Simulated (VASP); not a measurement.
A run of VASP 6.6.1 is set up as follows.

The input INCAR:

```
SYSTEM = SiC
ALGO     = Normal         ! electronic algorithm
EDIFF    = 1E-6           ! SCF threshold, eV
EDIFFG   = -0.005         ! ionic threshold
ENCUT    = 600            ! plane-wave cutoff, eV
GGA      = PS             ! functional
IBRION   = 2              ! ionic algorithm
ISIF     = 3              ! what is computed and relaxed
ISMEAR   = -1             ! smearing method
LASPH    = .TRUE.         ! aspherical terms in the spheres
LCHARG   = .FALSE.        ! write CHGCAR
LREAL    = .FALSE.        ! projectors in reciprocal space
LWAVE    = .FALSE.        ! write WAVECAR
NELM     = 60             ! most SCF steps
NSW      = 80             ! ionic steps
PREC     = Accurate       ! precision mode
SIGMA    = 0.02           ! smearing width, eV
```

Contents of KPOINTS:

```
k-points
0
G
  12 12 6
  0 0 0
```

Contents of POSCAR:

```
SiC
1.0
    3.1648623131      0.0000000000      0.0000000000
   -1.5824311565      2.7408511626      0.0000000000
    0.0000000000      0.0000000000      4.8701422910
Si C
2 2
Direct
    0.3333333333      0.6666666667      0.2500000000
    0.6666666667      0.3333333333      0.7500000000
    0.6666666667      0.3333333333      0.2500000000
    0.3333333333      0.6666666667      0.7500000000
```

Potentials or basis: VASP PAW PBE potentials, release 64 (Si, C).

Run with:

```sh
$ cat potpaw_PBE.64/Si/POTCAR potpaw_PBE.64/C/POTCAR > POTCAR
$ mpirun -np 1 vasp_std > vasp.out
```

Task: Estimate the band gap on the k mesh.

Result: Zero (band 8 reaches 10.95 eV, above the bottom of band 9 at 9.99 eV).

Task: Estimate the relaxed cell.

Result: a = 3.168 Å, b = 3.168 Å, c = 4.693 Å, α = 90.00°, β = 90.00°, γ = 120.00°.

Step by step:
```
step  energy change (eV)  largest force (eV/Å)  pressure (GPa)  volume (Å³)
   1              0.0000                0.0000           -2.99        42.25
   2             -0.0041                0.0000            2.73        41.05
   3             -0.0072                0.0000            0.40        41.52
   4             -0.0149                0.0000            0.37        41.21
   5             -0.0202                0.0000            0.43        40.75
   6             -0.0203                0.0000            0.45        40.69
   7             -0.0203                0.0000            0.45        40.71
   8             -0.0200                0.0000           -0.84        40.95
   9             -0.0204                0.0000            0.00        40.79
```

Caveat: the PAW data sets were made with another functional, which shifts forces and pressure a little.
